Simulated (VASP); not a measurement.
# Co (P6_3/mmc) in VASP: single point with PBE

Aim: the single point of Co with PBE.

All numbers are computed with VASP 6.6.1; they aren't measurements. Logs are shortened: lines on timing, memory, paths and dates and some standing lists are left out, and cuts for length are marked.

## Step 1: The cell of the first run

It takes space group P6_3/mmc (No. 194, hexagonal). Conventional cell: a = 2.507 Å, b = 2.507 Å, c = 4.070 Å, α = 90.00°, β = 90.00°, γ = 120.00°. Co (site symmetry -6m2) has 12 Co at 2.50 to 2.51 Å within 3.3 Å.

## Step 2: Single point, PBE, non-collinear spin, typed start, spin-orbit coupling

The input, INCAR:

```
PREC     = Accurate       # precision mode
ENCUT    = 520            # plane-wave cutoff, eV
EDIFF    = 1E-6           # SCF threshold, eV
ISMEAR   = -1             # smearing method
SIGMA    = 0.05           # smearing width, eV
LREAL    = False          # projectors in reciprocal space
LASPH    = True           # aspherical terms in the spheres
NELM     = 150            # most SCF steps
ALGO     = Normal         # electronic algorithm
ISIF     = 2              # what is computed and relaxed
LWAVE    = False          # write WAVECAR
LCHARG   = True           # write CHGCAR
MAGMOM   = 0 0 1.7 0 0 1.7 # initial moments
LORBIT   = 11             # projections on sites
LSORBIT  = True           # spin-orbit coupling
GGA_COMPAT= False        
LORBMOM  = True         
LMAXMIX  = 4              # l up to which the mixer works
GGA      = PE             # functional
LVHAR    = True         
NBANDS   = 30             # bands
```

The input, KPOINTS:

```
regular mesh
0
Gamma
  11 11 6
```

The input, POSCAR:

```
Co
1.0
    2.5074000000      0.0000000000      0.0000000000
   -1.2537000000      2.1714720974      0.0000000000
    0.0000000000      0.0000000000      4.0699000000
Co
2
Direct
    0.3333333333      0.6666666667      0.2500000000
    0.6666666667      0.3333333333      0.7500000000
```

Potentials or basis: VASP PAW PBE potentials, release 64 (Co).

Started as:

```console
> cat potpaw_PBE.64/Co/POTCAR > POTCAR
> mpirun -np 1 vasp_ncl > vasp.out
```

OUTCAR:

```text
PREC = Accurate
   ENCUT = 520
   EDIFF = 1E-6
   ISMEAR = -1
   LREAL = False
   LASPH = True
   NELM = 150
   ISIF = 2
   LORBIT = 11
   LSORBIT = True
   GGA = PE

 ion  position               nearest neighbor table
   1  0.333  0.667  0.250-   2 2.50   2 2.50   2 2.50   2 2.50   2 2.50   2 2.50
   2  0.667  0.333  0.750-   1 2.50   1 2.50   1 2.50   1 2.50   1 2.50   1 2.50

  LATTYP: Found a hexagonal cell.
 ALAT       =     2.5074000000
 C/A-ratio  =     1.6231554598

  Lattice vectors:

 A1 = (   2.5074000000,   0.0000000000,   0.0000000000)
 A2 = (  -1.2537000000,   2.1714720974,   0.0000000000)
 A3 = (   0.0000000000,   0.0000000000,   4.0699000000)

Analysis of symmetry for initial positions (statically):
=====================================================================
 Subroutine PRICEL returns:
 Original cell was already a primitive cell.

 Routine SETGRP: Setting up the symmetry group for a
 hexagonal supercell.

 Subroutine GETGRP returns: Found 24 space group operations
 (whereof 12 operations were pure point group operations)
 out of a pool of 24 trial point group operations.

The static configuration has the point symmetry D_3d.
 The point group associated with its full space group is D_6h.

Analysis of symmetry for dynamics (positions and initial velocities):
=====================================================================
 Subroutine PRICEL returns:
 Original cell was already a primitive cell.

 Routine SETGRP: Setting up the symmetry group for a
 hexagonal supercell.

 Subroutine GETGRP returns: Found 24 space group operations
 (whereof 12 operations were pure point group operations)
 out of a pool of 24 trial point group operations.

The dynamic configuration has the point symmetry D_3d.
 The point group associated with its full space group is D_6h.

Analysis of structural, dynamic, and magnetic symmetry:
=====================================================================
 Subroutine PRICEL returns:
 Original cell was already a primitive cell.

 Routine SETGRP: Setting up the symmetry group for a
 hexagonal supercell.

 Subroutine GETGRP returns: Found 12 space group operations
 (whereof  6 operations were pure point group operations)
 out of a pool of 24 trial point group operations.

The overall configuration has the point symmetry S_6 .
 The point group associated with its full space group is C_6h.

 Subroutine INISYM returns: Found 12 space group operations
 (whereof  6 operations are pure point group operations),
 and found     1 'primitive' translations

----------------------------------------------------------------------------------------

                                     Primitive cell

  volume of cell :      22.1596

  direct lattice vectors                    reciprocal lattice vectors
     2.507400000  0.000000000  0.000000000     0.398819494  0.230258542  0.000000000
    -1.253700000  2.171472097  0.000000000     0.000000000  0.460517085  0.000000000
     0.000000000  0.000000000  4.069900000     0.000000000  0.000000000  0.245706283

  length of vectors
     2.507400000  2.507400000  4.069900000     0.460517085  0.460517085  0.245706283

  position of ions in fractional coordinates (direct lattice)
     0.333333333  0.666666667  0.250000000
     0.666666667  0.333333333  0.750000000

  ion indices of the primitive-cell ions
   primitive index   ion index
                 1           1
                 2           2

----------------------------------------------------------------------------------------

 KPOINTS: regular mesh

Automatic generation of k-mesh.
 Grid dimensions read from file:
 generate k-points for:   11   11    6
[... 91 lines left out ...]
   AEXX    =    0.0000 exact exchange contribution
   IVDW    =     0    specifies the selected vdW correction
   LEPSILON=     F    determine dielectric tensor
   LRPA    =     F    only Hartree local field effects (RPA)
  energy-cutoff  :      520.00
  volume of cell :       22.16
 maximum number of plane-waves:      1220
   NGX =  9   NGY =  9   NGZ = 15

 number of electron      18.0000002 magnetization      -0.0000000     -0.0000000      3.1262352

 number of electron      18.0000002 magnetization       0.0000000      0.0000000      3.1262368

 number of electron      18.0000002 magnetization       0.0000000     -0.0000000      3.1262380

 Free energy of the ion-electron system (eV)
  ---------------------------------------------------
  ext. energy  EPLUGINS =         0.00000000
  ---------------------------------------------------
  free energy    TOTEN  =       -14.08976353 eV

  energy without entropy =      -14.07648750  energy(sigma->0) =      -14.08312551

 E-fermi :   9.9729     XC(G=0): -13.2798

 val. band max:        9.9689958019   @ k =   0.3636   0.0909   0.5000
 cond. band min:       9.9733097238   @ k =  -0.3636  -0.4545   0.5000
 fundamental gap:      0.0043139219
 Fermi energy:         9.9729336830

 k-point     1 :       0.0000    0.0000    0.0000
  band No.  band energies     occupation
      1       1.1628      1.00000
      2       1.1826      1.00000
      3       4.9442      1.00000
      4       5.8618      1.00000
      5       7.3586      1.00000
      6       7.3870      1.00000
[... 781 lines left out ...]
     29      29.6802      0.00000
     30      29.9572      0.00000

 [... further k-points ...]
[... 5 lines left out ...]
  --------------------------------------------------------------------------------------
  -------------------------------------------------------------------------------------
  Total       -0.7213981     -0.7213981     -0.8556870      0.0000000      0.0000000      0.0000000
  in kB      -52.1583662    -52.1583662    -61.8676887      0.0000002      0.0000000      0.0000000
  external PRESSURE =     -55.3948070 kB  Pullay stress =       0.0000000 kB

 VOLUME and BASIS-vectors are now :
 -----------------------------------------------------------------------------
  energy-cutoff  :      520.00
  volume of cell :       22.16
      direct lattice vectors                 reciprocal lattice vectors
     2.507400000  0.000000000  0.000000000     0.398819494  0.230258542  0.000000000
    -1.253700000  2.171472097  0.000000000     0.000000000  0.460517085  0.000000000
     0.000000000  0.000000000  4.069900000     0.000000000  0.000000000  0.245706283

 POSITION                                       TOTAL-FORCE (eV/Angst)
 -----------------------------------------------------------------------------------
     -0.00000      1.44765      1.01747         0.000000      0.000000      0.000000
      1.25370      0.72382      3.05242        -0.000000     -0.000000      0.000000
 -----------------------------------------------------------------------------------
    total drift:                               -0.000000      0.000000      0.000000

  FREE ENERGIE OF THE ION-ELECTRON SYSTEM (eV)
  ---------------------------------------------------
  free  energy   TOTEN  =       -14.0897635286 eV

  energy  without entropy=      -14.0764874964  energy(sigma->0) =      -14.08312551

 orbital moment (x)

 # of ion     p       d       tot
 ----------------------------------------
  1         0.000   0.000   0.000
  2         0.000   0.000   0.000
 ----------------------------------------
            0.000   0.000   0.000

 orbital moment (y)

 # of ion     p       d       tot
 ----------------------------------------
  1        -0.000   0.000   0.000
  2         0.000  -0.000   0.000
 ----------------------------------------
           -0.000   0.000   0.000

 orbital moment (z)

 # of ion     p       d       tot
 ----------------------------------------
  1         0.001   0.077   0.078
  2         0.001   0.077   0.078
 ----------------------------------------
            0.001   0.154   0.155

 Spin-Orbit-Coupling matrix elements

 Ion:    1  E_soc:     -0.0160468
 l=   1
     0.0000000    -0.0003635    -0.0003658
    -0.0003635     0.0000000    -0.0003635
    -0.0003658    -0.0003635     0.0000000
 l=   2
     0.0000000    -0.0004596     0.0000000    -0.0004596    -0.0019930
    -0.0004596     0.0000000    -0.0012697    -0.0005596    -0.0004596
     0.0000000    -0.0012697     0.0000000    -0.0012697     0.0000000
    -0.0004596    -0.0005596    -0.0012697     0.0000000    -0.0004596
    -0.0019930    -0.0004596     0.0000000    -0.0004596     0.0000000
 l=   3
     0.0000000     0.0000000     0.0000000     0.0000000     0.0000000     0.0000000     0.0000000
     0.0000000     0.0000000     0.0000000     0.0000000     0.0000000     0.0000000     0.0000000
     0.0000000     0.0000000     0.0000000     0.0000000     0.0000000     0.0000000     0.0000000
     0.0000000     0.0000000     0.0000000     0.0000000     0.0000000     0.0000000     0.0000000
     0.0000000     0.0000000     0.0000000     0.0000000     0.0000000     0.0000000     0.0000000
     0.0000000     0.0000000     0.0000000     0.0000000     0.0000000     0.0000000     0.0000000
     0.0000000     0.0000000     0.0000000     0.0000000     0.0000000     0.0000000     0.0000000

 Ion:    2  E_soc:     -0.0160468
 l=   1
     0.0000000    -0.0003635    -0.0003658
    -0.0003635     0.0000000    -0.0003635
    -0.0003658    -0.0003635     0.0000000
 l=   2
     0.0000000    -0.0004596     0.0000000    -0.0004596    -0.0019930
    -0.0004596     0.0000000    -0.0012697    -0.0005596    -0.0004596
     0.0000000    -0.0012697     0.0000000    -0.0012697     0.0000000
    -0.0004596    -0.0005596    -0.0012697     0.0000000    -0.0004596
    -0.0019930    -0.0004596     0.0000000    -0.0004596     0.0000000
 l=   3
     0.0000000     0.0000000     0.0000000     0.0000000     0.0000000     0.0000000     0.0000000
     0.0000000     0.0000000     0.0000000     0.0000000     0.0000000     0.0000000     0.0000000
     0.0000000     0.0000000     0.0000000     0.0000000     0.0000000     0.0000000     0.0000000
     0.0000000     0.0000000     0.0000000     0.0000000     0.0000000     0.0000000     0.0000000
     0.0000000     0.0000000     0.0000000     0.0000000     0.0000000     0.0000000     0.0000000
     0.0000000     0.0000000     0.0000000     0.0000000     0.0000000     0.0000000     0.0000000
     0.0000000     0.0000000     0.0000000     0.0000000     0.0000000     0.0000000     0.0000000

 total charge

# of ion       s       p       d       tot
------------------------------------------
    1        0.478   0.501   7.255   8.234
    2        0.478   0.501   7.255   8.234
--------------------------------------------------
tot          0.956   1.001  14.510  16.468

 magnetization (x)

# of ion       s       p       d       tot
------------------------------------------
    1        0.000   0.000   0.000   0.000
    2        0.000  -0.000   0.000  -0.000
--------------------------------------------------
tot          0.000  -0.000   0.000  -0.000

 magnetization (y)

# of ion       s       p       d       tot
------------------------------------------
    1        0.000   0.000  -0.000  -0.000
    2        0.000   0.000   0.000   0.000
--------------------------------------------------
tot          0.000   0.000   0.000   0.000

 magnetization (z)

# of ion       s       p       d       tot
------------------------------------------
    1       -0.017  -0.057   1.664   1.590
    2       -0.017  -0.057   1.664   1.590
--------------------------------------------------
tot         -0.033  -0.115   3.328   3.180
```

It took 3.9 min on 1 thread of Intel Xeon Platinum 8559C (Emerald Rapids), shared host; peak memory 0.24 GiB.

Results:

- Free energy: -14.0898 eV
- Pressure: -5.5 GPa
- Net moment: 3.13 μB per cell
- Valence electrons inside the program's atomic spheres: Co 8.23

Moments on the atoms (μB; x, y, z):
```
Co  0.00 0.00 1.59
Co  0.00 0.00 1.59
```
